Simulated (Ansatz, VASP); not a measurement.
**Two plane-wave programs on TePb**

```
Pb Te
1.0
     3.97501    0.00000    0.00000
     0.00000    3.97501    0.00000
     0.00000    0.00000    3.97501
Pb Te
1 1
Direct
  0.00000 0.00000 0.00000
  0.50000 0.50000 0.50000
```

Alike in both runs: task single point; functional PBE; k mesh 4 × 4 × 4; occupations fermi-dirac, width 0.02 eV; non-collinear spin, spin-orbit coupling.

|  | VASP | Ansatz |
| --- | --- | --- |
| version | VASP 6.6.1 | Ansatz 0.2.0 |
| potentials or method | VASP PAW PBE potentials, release 64 (Pb_d, Te) | plane waves, PAW |
| plane-wave cutoff (eV) | 500 | 420 |
| valence electrons in the cell | 20 | 30 |

```csv
,VASP,Ansatz,Ansatz less VASP
net moment per atom (μB),0.00,0.00,0.000
```

VASP's potentials hold 20 valence electrons a cell and Ansatz's 30, so a difference there can come from the potentials and not from the codes. Ansatz's warnings: optics on partly filled bands.

The k mesh is coarse, so the values compare programs but aren't converged.
